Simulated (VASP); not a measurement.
# AgCl (Pm-3m) in VASP: further runs

AgCl is run at these levels: PBE-based screened hybrid with 20 % exact exchange, PBE-based screened hybrid with 25 % exact exchange, PBE-based screened hybrid with 30 % exact exchange; tasks: single point.

Everything below comes from runs of VASP 6.6.1. Logs are shortened: lines on timing, memory, paths and dates and some standing lists are left out, and cuts for length are marked.

### 1 The cell of the first run

The structure is cubic, space group Pm-3m (No. 221). The conventional cell has a = 3.434 Å, b = 3.434 Å, c = 3.434 Å, α = 90.00°, β = 90.00°, γ = 90.00°. Within 3.9 Å of Ag (site symmetry m-3m) lie 8 Cl at 2.97 Å and 6 Ag at 3.43 Å. Cl (site symmetry m-3m) has 8 Ag at 2.97 Å and 6 Cl at 3.43 Å within 3.9 Å.

### 2 Single point, PBE-based screened hybrid with 20 % exact exchange

Contents of POSCAR:

```
AgCl
1.0
    3.4339730000      0.0000000000      0.0000000000
    0.0000000000      3.4339730000      0.0000000000
    0.0000000000      0.0000000000      3.4339730000
Ag Cl
1 1
Direct
    0.0000000000      0.0000000000      0.0000000000
    0.5000000000      0.5000000000      0.5000000000
```

Contents of INCAR.step1:

```
PREC = Accurate ; ENCUT = 520
EDIFF = 1E-5 ; ISMEAR = -1
SIGMA = 0.05 ; LREAL = False
LASPH = True ; NELM = 100
ALGO = Normal ; ISIF = 2
LWAVE = True ; GGA = PE
NBANDS = 16
```

Contents of INCAR.step2:

```
PREC = Accurate ; ENCUT = 520
EDIFF = 1E-6 ; ISMEAR = -1
SIGMA = 0.05 ; LREAL = False
LASPH = True ; NELM = 100
ALGO = Normal ; ISIF = 2
LWAVE = False ; LCHARG = True
GGA = PE ; LHFCALC = True
AEXX = 0.2 ; HFSCREEN = 0.2
PRECFOCK = Normal ; LELF = True
LVHAR = True ; ISTART = 1
NBANDS = 16
```

Contents of KPOINTS:

```
Automatic mesh
0
Gamma
  4 4 4
```

Potentials or basis: VASP PAW PBE potentials, release 64 (Ag, Cl).

Command:

```bash
$ cat potpaw_PBE.64/Ag/POTCAR potpaw_PBE.64/Cl/POTCAR > POTCAR
$ cp INCAR.step1 INCAR
$ mpirun -np 1 vasp_std > vasp.out
$ cp INCAR.step2 INCAR
$ mpirun -np 1 vasp_std > vasp.out
```

OUTCAR:

```text
PREC = Accurate
   ENCUT = 520
   EDIFF = 1E-6
   ISMEAR = -1
   LREAL = False
   LASPH = True
   NELM = 100
   ISIF = 2
   GGA = PE
   LHFCALC = True
   AEXX = 0.2
   HFSCREEN = 0.2
   PRECFOCK = Normal
   ISTART = 1

 ion  position               nearest neighbor table
   1  0.000  0.000  0.000-   2 2.97   2 2.97   2 2.97   2 2.97   2 2.97   2 2.97   2 2.97   2 2.97

   2  0.500  0.500  0.500-   1 2.97   1 2.97   1 2.97   1 2.97   1 2.97   1 2.97   1 2.97   1 2.97

  LATTYP: Found a simple cubic cell.
 ALAT       =     3.4339730000

  Lattice vectors:

 A1 = (   3.4339730000,   0.0000000000,   0.0000000000)
 A2 = (   0.0000000000,   3.4339730000,   0.0000000000)
 A3 = (   0.0000000000,   0.0000000000,   3.4339730000)

Analysis of symmetry for initial positions (statically):
=====================================================================
 Subroutine PRICEL returns:
 Original cell was already a primitive cell.

 Routine SETGRP: Setting up the symmetry group for a
 simple cubic supercell.

 Subroutine GETGRP returns: Found 48 space group operations
 (whereof 48 operations were pure point group operations)
 out of a pool of 48 trial point group operations.

The static configuration has the point symmetry O_h .

Analysis of symmetry for dynamics (positions and initial velocities):
=====================================================================
 Subroutine PRICEL returns:
 Original cell was already a primitive cell.

 Routine SETGRP: Setting up the symmetry group for a
 simple cubic supercell.

 Subroutine GETGRP returns: Found 48 space group operations
 (whereof 48 operations were pure point group operations)
 out of a pool of 48 trial point group operations.

The dynamic configuration has the point symmetry O_h .

 Subroutine INISYM returns: Found 48 space group operations
 (whereof 48 operations are pure point group operations),
 and found     1 'primitive' translations

----------------------------------------------------------------------------------------

                                     Primitive cell

  volume of cell :      40.4940
[... 74 lines left out ...]
   EDIFF  = 0.1E-05   stopping-criterion for ELM
   LREAL  =      F    real-space projection
   EDIFFG = 0.1E-04   stopping-criterion for IOM
   NSW    =      0    number of steps for IOM
   IBRION =     -1    ionic relax: 0-MD 1-quasi-New 2-CG
   NFREE  =      0    steps in history (QN), initial steepest desc. (CG)
   ISIF   =      2    stress and relaxation
   ISYM   =      3    0-nonsym 1-usesym 2-fastsym
   POTIM  = 0.5000    time-step for ionic-motion
   TEBEG  =    0.0;   TEEND  =   0.0 temperature during run
   PSTRESS=    0.0 pullay stress
   NELECT =      18.0000    total number of electrons
   NUPDOWN=      -1.0000    fix difference up-down
   EMIN   =  10.00;   EMAX   =-10.00  energy-range for DOS
   EFERMI =   0.00;   METHOD = LEGACY
   ISMEAR =    -1;   SIGMA  =   0.05  broadening in eV -4-tet -1-fermi 0-gaus
   EFERMI_NEDOS =   21; number of points for ismear=-14 and -15
   IALGO  =     38    algorithm
   IMIX   =      1    mixing-type and parameters
     AMIX     =   0.40;   BMIX     =  1.00
     AMIX_MAG =   1.60;   BMIX_MAG =  1.00
  volume/ion in A,a.u.               =      20.25       136.63
  Fermi-wavevector in a.u.,A,eV,Ry     =   1.249402  2.361027 21.238760  1.561005
  Thomas-Fermi vector in A             =   2.383444
   LORBIT       =      0    0 simple, 1 ext, 2 COOP (PROOUT), +10 PAW based schemes
   GGA     = PE    functional components
   LHFCALC =     T    Hartree Fock is set to
   PRECFOCK=normal    Normal, Fast or Accurate (Low or Medium for compatibility)
   ENCUT4O =  -1.0   cutoff for four orbital integrals eV
   NKREDX  =     1    reduce k-point grid by
   NKREDY  =     1    reduce k-point grid by
   NKREDZ  =     1    reduce k-point grid by
   AEXX    =    0.2000 exact exchange contribution
   HFSCREEN=    0.2000 screening length (either q_TF or 0.3 A-1)
   HFSCREENC=   0.2000 screening length for correlation (either q_TF or 0.3 A-1)
   ENCUTFOCK=  -1.0 apply spherical cutoff to Coloumb kernel
   IVDW    =     0    specifies the selected vdW correction
   LEPSILON=     F    determine dielectric tensor
   LRPA    =     F    only Hartree local field effects (RPA)
 non-spin polarized calculation
  energy-cutoff  :      520.00
  volume of cell :       40.49
 maximum number of plane-waves:      1108
 NGX is ok and might be reduce to    28
  NGX = 20; NGY = 20; NGZ = 20

 number of electron      18.0000002 magnetization

 Free energy of the ion-electron system (eV)
  ---------------------------------------------------
  ext. energy  EPLUGINS =         0.00000000
  ---------------------------------------------------
  free energy    TOTEN  =        -6.08814276 eV

  energy without entropy =       -6.08814275  energy(sigma->0) =       -6.08814276

 E-fermi :   4.0249     XC(G=0):  -8.8910

 val. band max:        3.1224948741   @ k =   0.5000   0.0000   0.0000
 cond. band min:       4.8355675120   @ k =   0.0000   0.0000   0.0000
 fundamental gap:      1.7130726379
 Fermi energy:         4.0249083350

 k-point     1 :       0.0000    0.0000    0.0000
  band No.  band energies     occupation
      1     -12.3986      2.00000
      2      -0.0165      2.00000
      3      -0.0165      2.00000
      4       0.9030      2.00000
      5       0.9030      2.00000
      6       0.9030      2.00000
[... 167 lines left out ...]
      3      -1.5328      2.00000
      4      -1.5328      2.00000
      5       1.2772      2.00000
      6       1.2772      2.00000
[... 8 lines left out ...]
     15      22.0827      0.00000
     16      22.0827      0.00000

------------------------ aborting loop because EDIFF is reached ----------------------------------------

  FORCE on cell =-STRESS in cart. coord.  units (eV):
  Direction    XX          YY          ZZ          XY          YZ          ZX
  --------------------------------------------------------------------------------------
  -------------------------------------------------------------------------------------
  Total       -0.0805065     -0.0805065     -0.0805065     -0.0000000      0.0000000     -0.0000000
  in kB       -3.1853050     -3.1853050     -3.1853050     -0.0000000      0.0000000     -0.0000000
  external PRESSURE =      -3.1853050 kB  Pullay stress =       0.0000000 kB

 VOLUME and BASIS-vectors are now :
 -----------------------------------------------------------------------------
  energy-cutoff  :      520.00
  volume of cell :       40.49
      direct lattice vectors                 reciprocal lattice vectors
     3.433973000  0.000000000  0.000000000     0.291207881  0.000000000  0.000000000
     0.000000000  3.433973000  0.000000000     0.000000000  0.291207881  0.000000000
     0.000000000  0.000000000  3.433973000     0.000000000  0.000000000  0.291207881

 POSITION                                       TOTAL-FORCE (eV/Angst)
 -----------------------------------------------------------------------------------
      0.00000      0.00000      0.00000         0.000000      0.000000      0.000000
      1.71699      1.71699      1.71699         0.000000      0.000000      0.000000
 -----------------------------------------------------------------------------------
    total drift:                                0.000001      0.000006      0.000004

  FREE ENERGIE OF THE ION-ELECTRON SYSTEM (eV)
  ---------------------------------------------------
  free  energy   TOTEN  =        -6.0881427598 eV

  energy  without entropy=       -6.0881427546  energy(sigma->0) =       -6.08814276
```

OUTCAR.step1:

```text
PREC = Accurate
   ENCUT = 520
   EDIFF = 1E-5
   ISMEAR = -1
   LREAL = False
[... 396 lines left out ...]
      0.00000      0.00000      0.00000         0.000000      0.000000      0.000000
      1.71699      1.71699      1.71699         0.000000      0.000000      0.000000
 -----------------------------------------------------------------------------------
    total drift:                               -0.000000      0.000000      0.000000

  FREE ENERGIE OF THE ION-ELECTRON SYSTEM (eV)
  ---------------------------------------------------
  free  energy   TOTEN  =        -5.0957374826 eV

  energy  without entropy=       -5.0955415072  energy(sigma->0) =       -5.09563949
```

OSZICAR.step1:

```text
N       E                     dE             d eps       ncg     rms          rms(c)
DAV:   1     0.993698156103E+02    0.99370E+02   -0.86957E+03   320   0.102E+03
DAV:   2    -0.209480538774E+01   -0.10146E+03   -0.93581E+02   416   0.225E+02
DAV:   3    -0.538720441304E+01   -0.32924E+01   -0.32862E+01   368   0.426E+01
DAV:   4    -0.540789684035E+01   -0.20692E-01   -0.20690E-01   424   0.375E+00
DAV:   5    -0.540813892789E+01   -0.24209E-03   -0.24209E-03   352   0.392E-01    0.526E+00
DAV:   6    -0.511063942122E+01    0.29750E+00   -0.36663E-01   368   0.836E+00    0.355E+00
DAV:   7    -0.509944251411E+01    0.11197E-01   -0.13356E-01   368   0.241E+00    0.203E+00
DAV:   8    -0.509598049629E+01    0.34620E-02   -0.72612E-03   328   0.834E-01    0.381E-01
DAV:   9    -0.509569601026E+01    0.28449E-03   -0.61401E-04   400   0.363E-01    0.535E-02
DAV:  10    -0.509572778783E+01   -0.31778E-04   -0.12337E-04   352   0.112E-01    0.449E-02
DAV:  11    -0.509573748262E+01   -0.96948E-05   -0.84231E-06   256   0.251E-02
   1 F= -.50957375E+01 E0= -.50956395E+01  d E =-.195975E-03
```

Run time: 3.7 min. Hardware: 1 thread of AMD EPYC 7R13 (Zen 3), shared host; peak memory 0.24 GiB.

Results:

```yaml
Free_energy: -6.0881 eV
Pressure: -0.3 GPa
Band_gap_on_the_k_mesh: 1.71 eV (least direct gap 3.17 eV)
```

Levels at points of the mesh, in eV from the valence-band top:
```csv
k point,band 6,band 7,band 8,band 9,band 10,band 11,band 12,band 13
"(0.00, 0.00, 0.00)",-2.22,-1.46,-1.46,-1.46,1.71,10.59,10.59,15.23
"(0.50, 0.00, 0.00)",-2.17,-1.74,0.00,0.00,6.05,6.94,10.60,11.34
"(0.50, 0.50, 0.00)",-2.51,-2.51,-1.87,-0.80,3.96,10.31,10.31,11.83
"(0.50, 0.50, 0.50)",-1.85,-0.30,-0.30,-0.30,5.89,5.89,5.89,8.36
```

Caveat: the k points lie up to 0.46 Å⁻¹ apart; the PAW data sets were made with another functional, which shifts forces and pressure a little. A k mesh can miss the band edges.

### 3 Single point, PBE-based screened hybrid with 25 % exact exchange

POSCAR is that of step 2.

Contents of INCAR.step1:

```
  PREC = Accurate
  ENCUT = 520
  EDIFF = 1E-5
  ISMEAR = -1
  SIGMA = 0.05
  LREAL = F
  LASPH = T
  NELM = 60
  ALGO = Normal
  ISIF = 2
  LWAVE = T
  LCHARG = F
  GGA = PE
  NBANDS = 16
```

Contents of INCAR.step2:

```
  PREC = Accurate
  ENCUT = 520
  EDIFF = 1E-6
  ISMEAR = -1
  SIGMA = 0.05
  LREAL = F
  LASPH = T
  NELM = 60
  ALGO = Normal
  ISIF = 2
  LWAVE = F
  LCHARG = F
  GGA = PE
  LHFCALC = T
  AEXX = 0.25
  HFSCREEN = 0.2
  PRECFOCK = Normal
  ISTART = 1
  NBANDS = 16
```

KPOINTS is that of step 2.

Potentials or basis: VASP PAW PBE potentials, release 64 (Ag, Cl).

Command:

```bash
$ cat potpaw_PBE.64/Ag/POTCAR potpaw_PBE.64/Cl/POTCAR > POTCAR
$ cp INCAR.step1 INCAR
$ mpirun -np 1 vasp_std > vasp.out
$ cp INCAR.step2 INCAR
$ mpirun -np 1 vasp_std > vasp.out
```

It took 4 min on 1 thread of AMD EPYC 7R13 (Zen 3), shared host; peak memory 0.24 GiB.

Results (log left out):

* Free energy: -6.3517 eV
* Pressure: -0.4 GPa
* Band gap on the k mesh: 2.01 eV (least direct gap 3.47 eV)

Levels at points of the mesh, in eV from the valence-band top:
| k point | band 7 | band 8 | band 9 | band 10 | band 11 | band 12 |
| --- | --- | --- | --- | --- | --- | --- |
| (0.00, 0.00, 0.00) | -1.45 | -1.45 | -1.45 | 2.01 | 10.88 | 10.88 |
| (0.50, 0.00, 0.00) | -1.82 | 0.00 | 0.00 | 6.34 | 7.30 | 10.89 |
| (0.50, 0.50, 0.00) | -2.61 | -1.96 | -0.78 | 4.27 | 10.67 | 10.67 |
| (0.50, 0.50, 0.50) | -0.33 | -0.33 | -0.33 | 6.18 | 6.18 | 6.18 |

Caveat: the k points lie up to 0.46 Å⁻¹ apart; the PAW data sets were made with another functional, which shifts forces and pressure a little.

### 4 Single point, PBE-based screened hybrid with 30 % exact exchange

POSCAR is that of step 3.

Contents of INCAR.step1:

```
PREC = Accurate ; ENCUT = 520
EDIFF = 1E-5 ; ISMEAR = -1
SIGMA = 0.05 ; LREAL = F
LASPH = T ; NELM = 60
ALGO = Normal ; ISIF = 2
LWAVE = T ; LCHARG = F
GGA = PE ; NBANDS = 16
```

Contents of INCAR.step2:

```
PREC = Accurate ; ENCUT = 520
EDIFF = 1E-6 ; ISMEAR = -1
SIGMA = 0.05 ; LREAL = F
LASPH = T ; NELM = 60
ALGO = Normal ; ISIF = 2
LWAVE = F ; LCHARG = F
GGA = PE ; LHFCALC = T
AEXX = 0.3 ; HFSCREEN = 0.2
PRECFOCK = Normal ; ISTART = 1
NBANDS = 16
```

KPOINTS is that of step 3.

Command:

```bash
$ cat potpaw_PBE.64/Ag/POTCAR potpaw_PBE.64/Cl/POTCAR > POTCAR
$ cp INCAR.step1 INCAR
$ mpirun -np 1 vasp_std > vasp.out
$ cp INCAR.step2 INCAR
$ mpirun -np 1 vasp_std > vasp.out
```

It took 5.7 min on 1 thread of Intel Xeon Platinum 8259CL at 2.50GHz (Skylake/Cascade Lake), shared host; peak memory 0.27 GiB.

It converged, with:

- Free energy: -6.6209 eV
- Pressure: -0.4 GPa
- Band gap on the k mesh: 2.32 eV (least direct gap 3.77 eV)

Levels at points of the mesh, in eV from the valence-band top:
```
           k point  band 6  band 7  band 8  band 9  band 10  band 11  band 12  band 13
(0.00, 0.00, 0.00)   -2.43   -1.45   -1.45   -1.45     2.32    11.18    11.18    16.02
(0.50, 0.00, 0.00)   -2.38   -1.90    0.00    0.00     6.63     7.66    11.19    12.01
(0.50, 0.50, 0.00)   -2.72   -2.72   -2.06   -0.77     4.57    11.02    11.02    12.45
(0.50, 0.50, 0.50)   -2.03   -0.36   -0.36   -0.36     6.46     6.46     6.46     9.19
```

Caveat: the k points lie up to 0.46 Å⁻¹ apart; the PAW data sets were made with another functional, which shifts forces and pressure a little. A k mesh can miss the band edges.

### 5 The runs side by side

| level | share of exact exchange | gap on the mesh (eV) | pressure (GPa) |
| --- | --- | --- | --- |
| PBE-based screened hybrid with 20 % exact exchange | 0.2 | 1.71 | -0.3 |
| PBE-based screened hybrid with 25 % exact exchange | 0.25 | 2.01 | -0.4 |
| PBE-based screened hybrid with 30 % exact exchange | 0.3 | 2.32 | -0.4 |

Alike in all rows: task single point; potentials or basis VASP PAW PBE potentials, release 64 (Ag, Cl); no spin polarisation; cell as given; k mesh 4 × 4 × 4; cutoff (eV) 520; smearing fermi-dirac 0.05 eV.

Caveats: all runs use coarse meshes; the PAW data sets were made with another functional, which shifts forces and pressure a little.

Total energies depend on the potentials used, so only differences within one code and one set of settings carry meaning.
